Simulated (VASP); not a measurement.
# ZrC in VASP: a series of runs

The runs below take ZrC through single point, relaxation of shape and atoms at fixed volume, with PBEsol.

Program: VASP 6.6.1. These are calculated values, not measurements. Logs are shortened: lines on timing, memory, paths and dates and some standing lists are left out, and cuts for length are marked.

## Step 1: The cell of the first run

Symmetry: Cmcm, No. 63, orthorhombic system. The conventional cell has a = 3.283 Å, b = 5.803 Å, c = 5.227 Å, α = 90.00°, β = 90.00°, γ = 90.00°. Within 3.1 Å of Zr (site symmetry m2m) lie 6 C at 2.31 to 2.33 Å. Within 3.1 Å of C (site symmetry 2/m) lie 6 Zr at 2.31 to 2.33 Å and 2 C at 2.61 Å.

## Step 2: Single point, PBEsol

INCAR reads:

```
ALGO = Normal
EDIFF = 1E-6
ENCUT = 520
GGA = PS
ISIF = 2
ISMEAR = 0
LASPH = T
LCHARG = F
LREAL = F
LWAVE = F
NBANDS = 24
NELM = 100
PREC = Accurate
SIGMA = 0.05
```

KPOINTS reads:

```
k-points
0
Gamma
  10 10 6
```

POSCAR reads:

```
ZrC
1.0
    3.2832390190      0.0000000000      0.0000000000
   -1.6416195095      2.9013963236      0.0000000000
    0.0000000000      0.0000000000      5.2272646142
Zr C
2 2
Direct
    0.3333333333      0.6666666667      0.2500000000
    0.6666666667      0.3333333333      0.7500000000
    0.0000000000      0.0000000000      0.0000000000
    0.0000000000      0.0000000000      0.5000000000
```

Potentials or basis: VASP PAW PBE potentials, release 64 (Zr_sv, C).

On the command line:

```sh
$ cat potpaw_PBE.64/Zr_sv/POTCAR potpaw_PBE.64/C/POTCAR > POTCAR
$ mpirun -np 1 vasp_std > vasp.out
```

OUTCAR:

```text
EDIFF = 1E-6
   ENCUT = 520
   GGA = PS
   ISIF = 2
   ISMEAR = 0
   LASPH = T
   LREAL = F
   NELM = 100
   PREC = Accurate

 ion  position               nearest neighbor table
   1  0.333  0.667  0.250-   3 2.31   4 2.31   3 2.31   4 2.31   3 2.33   4 2.33   2 3.23   2 3.23
                             2 3.23   2 3.23   2 3.25   2 3.25
   2  0.667  0.333  0.750-   3 2.31   4 2.31   3 2.31   4 2.31   3 2.33   4 2.33   1 3.23   1 3.23
                             1 3.23   1 3.23   1 3.25   1 3.25
   3  0.000  0.000  0.000-   1 2.31   2 2.31   2 2.31   1 2.31   2 2.33   1 2.33
   4  0.000  0.000  0.500-   1 2.31   2 2.31   2 2.31   1 2.31   2 2.33   1 2.33

  LATTYP: Found a base centered orthorhombic cell.
 ALAT       =     3.2832390190
 B/A-ratio  =     1.7673987832
 C/A-ratio  =     1.5921060221

  Lattice vectors:

 A1 = (   1.6416195095,  -2.9013963236,   0.0000000000)
 A2 = (   1.6416195095,   2.9013963236,   0.0000000000)
 A3 = (   0.0000000000,   0.0000000000,   5.2272646142)

Analysis of symmetry for initial positions (statically):
=====================================================================
 Subroutine PRICEL returns:
 Original cell was already a primitive cell.

 Routine SETGRP: Setting up the symmetry group for a
 base centered orthorhombic supercell.

 Subroutine GETGRP returns: Found  8 space group operations
 (whereof  4 operations were pure point group operations)
 out of a pool of  8 trial point group operations.

The static configuration has the point symmetry C_2h.
 The point group associated with its full space group is D_2h.

Analysis of symmetry for dynamics (positions and initial velocities):
=====================================================================
 Subroutine PRICEL returns:
 Original cell was already a primitive cell.

 Routine SETGRP: Setting up the symmetry group for a
 base centered orthorhombic supercell.

 Subroutine GETGRP returns: Found  8 space group operations
 (whereof  4 operations were pure point group operations)
 out of a pool of  8 trial point group operations.

The dynamic configuration has the point symmetry C_2h.
 The point group associated with its full space group is D_2h.

 Subroutine INISYM returns: Found  8 space group operations
 (whereof  4 operations are pure point group operations),
 and found     1 'primitive' translations

----------------------------------------------------------------------------------------

[... 90 lines left out ...]
   ISPIN  =      1    spin polarized calculation?
   LNONCOLLINEAR =      F non collinear calculations
   LSORBIT =      F    spin-orbit coupling
   LASPH  =      T    aspherical Exc in radial PAW
   ENCUT  =  520.0 eV  38.22 Ry    6.18 a.u.   6.10  6.20  9.72*2*pi/ulx,y,z
   NELM   =    100;   NELMIN=  2; NELMDL= -5     # of ELM steps
   EDIFF  = 0.1E-05   stopping-criterion for ELM
   LREAL  =      F    real-space projection
   EDIFFG = 0.1E-04   stopping-criterion for IOM
   NSW    =      0    number of steps for IOM
   IBRION =     -1    ionic relax: 0-MD 1-quasi-New 2-CG
   NFREE  =      0    steps in history (QN), initial steepest desc. (CG)
   ISIF   =      2    stress and relaxation
   ISYM   =      2    0-nonsym 1-usesym 2-fastsym
   POTIM  = 0.5000    time-step for ionic-motion
   TEBEG  =    0.0;   TEEND  =   0.0 temperature during run
   PSTRESS=    0.0 pullay stress
   NELECT =      32.0000    total number of electrons
   NUPDOWN=      -1.0000    fix difference up-down
   EMIN   =  10.00;   EMAX   =-10.00  energy-range for DOS
   EFERMI =   0.00;   METHOD = LEGACY
   ISMEAR =     0;   SIGMA  =   0.05  broadening in eV -4-tet -1-fermi 0-gaus
   EFERMI_NEDOS =   21; number of points for ismear=-14 and -15
   IALGO  =     38    algorithm
   IMIX   =      4    mixing-type and parameters
     AMIX     =   0.40;   BMIX     =  1.00
     AMIX_MAG =   1.60;   BMIX_MAG =  1.00
  volume/ion in A,a.u.               =      12.45        84.01
  Fermi-wavevector in a.u.,A,eV,Ry     =   1.412744  2.669699 27.155129  1.995846
  Thomas-Fermi vector in A             =   2.534461
   LORBIT       =      0    0 simple, 1 ext, 2 COOP (PROOUT), +10 PAW based schemes
   GGA     = PS    functional components
   LHFCALC =     F    Hartree Fock is set to
   AEXX    =    0.0000 exact exchange contribution
   IVDW    =     0    specifies the selected vdW correction
   LEPSILON=     F    determine dielectric tensor
   LRPA    =     F    only Hartree local field effects (RPA)
 non-spin polarized calculation
 Gauss-broadening in eV      SIGMA  =   0.05
  energy-cutoff  :      520.00
  volume of cell :       49.79
 maximum number of plane-waves:      1355
   NGX = 13   NGY = 13   NGZ = 19

 number of electron      31.9999999 magnetization

 Free energy of the ion-electron system (eV)
  ---------------------------------------------------
  ext. energy  EPLUGINS =         0.00000000
  ---------------------------------------------------
  free energy    TOTEN  =       -40.46739601 eV

  energy without entropy =      -40.46616764  energy(sigma->0) =      -40.46678183

 E-fermi :  10.3302     XC(G=0): -12.4849

 val. band max:       10.3069854205   @ k =   0.2000   0.2000   0.3333
 cond. band min:      10.3317301680   @ k =   0.1000   0.1000   0.1667
 fundamental gap:      0.0247447475
 Fermi energy:        10.3301547103

 k-point     1 :       0.0000    0.0000    0.0000
  band No.  band energies     occupation
      1     -37.7504      2.00000
      2     -37.6079      2.00000
      3     -16.4777      2.00000
      4     -15.6169      2.00000
      5     -15.5938      2.00000
      6     -15.5061      2.00000
[... 637 lines left out ...]
     23      16.2334      0.00000
     24      16.7018      0.00000

 [... further k-points ...]
[... 5 lines left out ...]
  --------------------------------------------------------------------------------------
  -------------------------------------------------------------------------------------
  Total        2.8269322      0.9115965      1.3335795      0.0000000      0.0000000      0.0000000
  in kB       90.9582161     29.3311555     42.9087092      0.0000000      0.0000000      0.0000000
  external PRESSURE =      54.3993603 kB  Pullay stress =       0.0000000 kB

 VOLUME and BASIS-vectors are now :
 -----------------------------------------------------------------------------
  energy-cutoff  :      520.00
  volume of cell :       49.79
      direct lattice vectors                 reciprocal lattice vectors
     3.283239019  0.000000000  0.000000000     0.304577277  0.172330817  0.000000000
    -1.641619509  2.901396324  0.000000000     0.000000000  0.344661635  0.000000000
     0.000000000  0.000000000  5.227264614     0.000000000  0.000000000  0.191304645

 POSITION                                       TOTAL-FORCE (eV/Angst)
 -----------------------------------------------------------------------------------
     -0.00000      1.93426      1.30682        -0.000000     -0.023668     -0.000000
      1.64162      0.96713      3.92045         0.000000      0.023668      0.000000
      0.00000      0.00000      0.00000        -0.000000      0.000000     -0.000000
      0.00000      0.00000      2.61363         0.000000      0.000000     -0.000000
 -----------------------------------------------------------------------------------
    total drift:                               -0.000000      0.000000     -0.000000

  FREE ENERGIE OF THE ION-ELECTRON SYSTEM (eV)
  ---------------------------------------------------
  free  energy   TOTEN  =       -40.4673960125 eV

  energy  without entropy=      -40.4661676420  energy(sigma->0) =      -40.46678183
```

OSZICAR:

```text
N       E                     dE             d eps       ncg     rms          rms(c)
DAV:   1     0.254653418921E+03    0.25465E+03   -0.17229E+04  5952   0.136E+03
DAV:   2    -0.255611341858E+02   -0.28021E+03   -0.26515E+03  7152   0.378E+02
DAV:   3    -0.460306679448E+02   -0.20470E+02   -0.20203E+02 11008   0.814E+01
DAV:   4    -0.466006833270E+02   -0.57002E+00   -0.56973E+00  6936   0.134E+01
DAV:   5    -0.466199076421E+02   -0.19224E-01   -0.19223E-01  9608   0.177E+00    0.325E+01
DAV:   6    -0.408096275140E+02    0.58103E+01   -0.29301E+01  7024   0.280E+01    0.132E+01
DAV:   7    -0.404988244714E+02    0.31080E+00   -0.25505E+00  8520   0.793E+00    0.920E+00
DAV:   8    -0.405043253282E+02   -0.55009E-02   -0.46503E-01  6888   0.369E+00    0.184E+00
DAV:   9    -0.404678495823E+02    0.36476E-01   -0.17625E-01  8208   0.170E+00    0.629E-01
DAV:  10    -0.404680737077E+02   -0.22413E-03   -0.93085E-03  7456   0.676E-01    0.325E-01
DAV:  11    -0.404674065731E+02    0.66713E-03   -0.22389E-03  8192   0.237E-01    0.556E-02
DAV:  12    -0.404673975639E+02    0.90093E-05   -0.81590E-05  7384   0.524E-02    0.116E-02
DAV:  13    -0.404673967935E+02    0.77037E-06   -0.10377E-05  6416   0.194E-02    0.576E-03
DAV:  14    -0.404673960125E+02    0.78104E-06   -0.12311E-06  5192   0.630E-03
   1 F= -.40467396E+02 E0= -.40466782E+02  d E =-.122837E-02
```

Wall time 2.6 min (1 thread of AMD EPYC 9R45 (Zen 5), shared host); peak memory 0.22 GiB.

What came out:

| Item | Value |
| --- | --- |
| Free energy | -40.4674 eV |
| Pressure | 5.4 GPa |
| Largest force | 0.024 eV/Å |
| Band gap on the k mesh | zero (band 16 reaches 11.16 eV, above the bottom of band 17 at 10.18 eV) |

Forces on the atoms (eV/Å):
```
Zr   0.000 -0.024  0.000
Zr   0.000  0.024  0.000
C    0.000  0.000  0.000
C    0.000  0.000  0.000
```

Stress tensor (GPa, compression positive):
```
9.10 0.00 0.00
0.00 2.93 0.00
0.00 0.00 4.29
```

Levels at points of the mesh, in eV from the Fermi level:
```tsv
k point	band 13	band 14	band 15	band 16	band 17	band 18	band 19	band 20
(0.00, 0.00, 0.00)	-2.85	-1.22	-1.16	0.83	1.08	1.36	1.67	1.77
(0.50, 0.00, 0.00)	-3.47	-3.03	-1.61	-0.76	1.47	4.36	4.44	4.45
(0.00, 0.50, 0.00)	-3.30	-2.98	-1.67	-0.67	1.43	4.28	4.42	4.61
(0.00, 0.00, 0.50)	-2.65	-2.65	-2.49	-2.49	3.46	3.46	3.60	3.60
(0.50, 0.00, 0.50)	-2.99	-2.99	-2.26	-2.26	1.48	1.48	4.31	4.31
(0.00, 0.50, 0.50)	-2.98	-2.98	-2.12	-2.12	1.45	1.45	4.26	4.26
```

Caveat: the PAW data sets were made with another functional, which shifts forces and pressure a little.

## Step 3: Single point, PBEsol (atom 4 (C) moved 0.02 Å along x)

INCAR reads:

```
PREC     = Accurate       # precision mode
ENCUT    = 520            # plane-wave cutoff, eV
EDIFF    = 1E-7           # SCF threshold, eV
ISMEAR   = 0              # smearing method
SIGMA    = 0.05           # smearing width, eV
LREAL    = F              # projectors in reciprocal space
LASPH    = T              # aspherical terms in the spheres
NELM     = 100            # most SCF steps
ALGO     = Normal         # electronic algorithm
ISIF     = 2              # what is computed and relaxed
LWAVE    = F              # write WAVECAR
LCHARG   = F              # write CHGCAR
GGA      = PS             # functional
NBANDS   = 24             # bands
```

KPOINTS reads:

```
Automatic mesh
0
Gamma
  10 10 6
```

POSCAR reads:

```
ZrC
1.0
    3.3502438969      0.0000000000      0.0000000000
   -1.6751219484      2.9013963236      0.0000000000
    0.0000000000      0.0000000000      5.2272646142
Zr C
2 2
Direct
    0.3333333333      0.6666666667      0.2500000000
    0.6666666667      0.3333333333      0.7500000000
    0.0000000000      0.0000000000      0.0000000000
    0.0059697146      0.0000000000      0.5000000000
```

Potentials or basis: VASP PAW PBE potentials, release 64 (Zr_sv, C).

On the command line:

```sh
$ cat potpaw_PBE.64/Zr_sv/POTCAR potpaw_PBE.64/C/POTCAR > POTCAR
$ mpirun -np 1 vasp_std > vasp.out
```

It took 4.2 min on 1 thread of AMD EPYC 9R45 (Zen 5), shared host; peak memory 0.27 GiB.

It converged, with:

```yaml
Free_energy: -40.4952 eV
Pressure: 0.4 GPa
Largest_force: 0.239 eV/Å
Band_gap_on_the_k_mesh: zero (band 16 reaches 10.98 eV, above the bottom of band 17 at 10.02 eV)
```

Forces in eV/Å, atoms in the order of the input:
```
Zr   0.155 -0.002 -0.003
Zr   0.155  0.002  0.003
C   -0.072  0.000  0.000
C   -0.239  0.000  0.000
```

Levels at points of the mesh, in eV from the Fermi level:
```
           k point  band 12  band 13  band 14  band 15  band 16  band 17  band 18  band 19  band 20  band 21
(0.00, 0.00, 0.00)    -2.99    -2.99    -1.23    -1.23     0.85     1.17     1.17     1.60     1.60     2.33
(0.50, 0.00, 0.00)    -3.57    -3.41    -2.97    -1.65    -0.84     1.49     4.17     4.33     4.36     4.84
(0.00, 0.50, 0.00)    -3.57    -3.41    -2.97    -1.65    -0.83     1.49     4.17     4.32     4.36     4.84
(0.00, 0.00, 0.50)    -2.86    -2.63    -2.63    -2.58    -2.58     3.43     3.43     3.46     3.46     4.02
(0.50, 0.00, 0.50)    -3.65    -2.94    -2.90    -2.26    -2.23     1.38     1.44     4.11     4.13     4.82
(0.00, 0.50, 0.50)    -3.66    -2.93    -2.92    -2.25    -2.24     1.41     1.41     4.12     4.12     4.82
```

Caveat: the cell differs from its parent crystal (atom 4 (C) moved 0.02 Å along x); the PAW data sets were made with another functional, which shifts forces and pressure a little.

## Step 4: Relaxation of shape and atoms at fixed volume, PBEsol (volume scaled by 0.960)

INCAR reads:

```
SYSTEM = ZrC
PREC = Accurate ; ENCUT = 600
EDIFF = 1E-7 ; ISMEAR = 0
SIGMA = 0.05 ; LREAL = .FALSE.
LASPH = .TRUE. ; NELM = 60
ALGO = Normal ; ISIF = 4
LWAVE = .FALSE. ; LCHARG = .FALSE.
GGA = PS ; IBRION = 2
NSW = 60 ; EDIFFG = -0.01
```

KPOINTS reads:

```
regular mesh
0
G
  10 10 6
  0 0 0
```

POSCAR reads:

```
ZrC
1.0
    3.3072186468      0.0000000000      0.0000000000
   -1.6536093234      2.8641353640      0.0000000000
    0.0000000000      0.0000000000      5.1495911776
Zr C
2 2
Direct
    0.3333333333      0.6666666667      0.2500000000
    0.6666666667      0.3333333333      0.7500000000
    0.0000000000      0.0000000000      0.0000000000
    0.0000000000      0.0000000000      0.5000000000
```

On the command line:

```sh
$ cat potpaw_PBE.64/Zr_sv/POTCAR potpaw_PBE.64/C/POTCAR > POTCAR
$ mpirun -np 1 vasp_std > vasp.out
```

Wall time 70 s (1 thread of AMD EPYC 9R45 (Zen 5), shared host); peak memory 0.18 GiB.

Results (log left out):

| Property | Result |
| --- | --- |
| Free energy | -40.4297 eV |
| Pressure after relaxing | 10.7 GPa |
| Band gap on the k mesh | zero (band 16 reaches 11.48 eV, above the bottom of band 17 at 10.47 eV) |

Stress tensor (GPa, compression positive):
```
10.76  0.00  0.00
 0.00 10.76  0.00
 0.00  0.00 10.60
```

Final structure:
```
Zr C
1.0
     3.30722    0.00000    0.00000
    -1.65361    2.86414    0.00000
     0.00000    0.00000    5.14959
Zr C
2 2
Direct
  0.33333 0.66667 0.25000
  0.66667 0.33333 0.75000
  0.00000 0.00000 0.00000
  0.00000 0.00000 0.50000
```

Levels at points of the mesh, in eV from the Fermi level:
```
           k point  band 12  band 13  band 14  band 15  band 16  band 17  band 18  band 19  band 20
(0.00, 0.00, 0.00)    -3.11    -3.11    -1.29    -1.29     0.88     1.21     1.21     1.65     1.65
(0.50, 0.00, 0.00)    -3.59    -3.55    -2.99    -1.70    -0.80     1.60     4.35     4.56     4.59
(0.00, 0.00, 0.50)    -2.90    -2.72    -2.72    -2.72    -2.72     3.63     3.63     3.63     3.63
(0.50, 0.00, 0.50)    -3.66    -3.01    -3.01    -2.31    -2.31     1.50     1.50     4.32     4.32
```

Caveat: the relaxation stopped at its first step, so nothing moved; the PAW data sets were made with another functional, which shifts forces and pressure a little.

## Step 5: Relaxation of shape and atoms at fixed volume, PBEsol (volume scaled by 0.980)

INCAR reads:

```
SYSTEM = ZrC
ALGO = Normal
EDIFF = 1E-6
EDIFFG = -0.01
ENCUT = 600
GGA = PS
IBRION = 2
ISIF = 4
ISMEAR = 0
LASPH = .True.
LCHARG = .False.
LREAL = .False.
LWAVE = .False.
NELM = 100
NSW = 60
PREC = Accurate
SIGMA = 0.05
```

KPOINTS reads:

```
k-points
0
Gamma
  10 10 6
  0 0 0
```

POSCAR reads:

```
ZrC
1.0
    3.3277583610      0.0000000000      0.0000000000
   -1.6638791805      2.8819232783      0.0000000000
    0.0000000000      0.0000000000      5.1921812443
Zr C
2 2
Direct
    0.3333333333      0.6666666667      0.2500000000
    0.6666666667      0.3333333333      0.7500000000
    0.0000000000      0.0000000000      0.0000000000
    0.0000000000      0.0000000000      0.5000000000
```

On the command line:

```sh
$ cat potpaw_PBE.64/Zr_sv/POTCAR potpaw_PBE.64/C/POTCAR > POTCAR
$ mpirun -np 1 vasp_std > vasp.out
```

Wall time 95 s (1 thread of AMD EPYC 9R45 (Zen 5), shared host); peak memory 0.18 GiB.

Results (log left out):

```yaml
Free_energy: -40.4810 eV
Energy_gained_by_relaxing: 0.0 meV/atom
Ionic_steps: 2
Pressure_after_relaxing: 5.2 GPa
Band_gap_on_the_k_mesh: zero (band 16 reaches 11.22 eV, above the bottom of band 17 at 10.25 eV)
```

Stress tensor (GPa, compression positive):
```
5.28 0.00 0.00
0.00 5.28 0.00
0.00 0.00 5.18
```

Final structure:
```xyz
4
Lattice="3.3287 0.0000 0.0000 -1.6644 2.8827 0.0000 0.0000 0.0000 5.1892" Properties=species:S:1:pos:R:3 pbc="T T T"
Zr    0.0000    1.9218    1.2973
Zr    1.6644    0.9609    3.8919
C     3.3287    0.0000    0.0000
C     3.3287    0.0000    2.5946
```

Levels at points of the mesh, in eV from the Fermi level:
```csv
k point,band 13,band 14,band 15,band 16,band 17,band 18,band 19,band 20
"(0.00, 0.00, 0.00)",-3.05,-1.25,-1.25,0.86,1.19,1.19,1.63,1.63
"(0.50, 0.00, 0.00)",-3.47,-2.98,-1.67,-0.82,1.55,4.26,4.44,4.48
"(0.00, 0.00, 0.50)",-2.66,-2.66,-2.66,-2.66,3.54,3.54,3.54,3.54
"(0.50, 0.00, 0.50)",-2.96,-2.96,-2.28,-2.28,1.46,1.46,4.22,4.22
```

Caveat: the PAW data sets were made with another functional, which shifts forces and pressure a little.

## Step 6: The runs side by side

```tsv
task	cell	cutoff (eV)	gap on the mesh (eV)	pressure (GPa)	largest force (eV/Å)
single point	a = 3.283, b = 3.334, c = 5.227 Å, angles 90.0, 90.0, 119.5°, 4 atoms	520	none	5.4	0.02
single point	a = 3.350, b = 3.350, c = 5.227 Å, angles 90.0, 90.0, 120.0°, 4 atoms	520	none	0.4	0.24
relaxation of shape and atoms at fixed volume	relaxed from a = 3.307, b = 3.307, c = 5.150 Å, angles 90.0, 90.0, 120.0°, 4 atoms	600	none	10.7	-
relaxation of shape and atoms at fixed volume	relaxed from a = 3.328, b = 3.328, c = 5.192 Å, angles 90.0, 90.0, 120.0°, 4 atoms	600	none	5.2	-
```

Alike in all rows: level PBEsol; potentials or basis VASP PAW PBE potentials, release 64 (Zr_sv, C); no spin polarisation; k mesh 10 × 10 × 6; smearing gaussian 0.05 eV.

Caveats: the PAW data sets were made with another functional, which shifts forces and pressure a little; the relaxation stopped at its first step, so nothing moved (some runs).

Absolute energies hang on the potentials; compare differences alone.
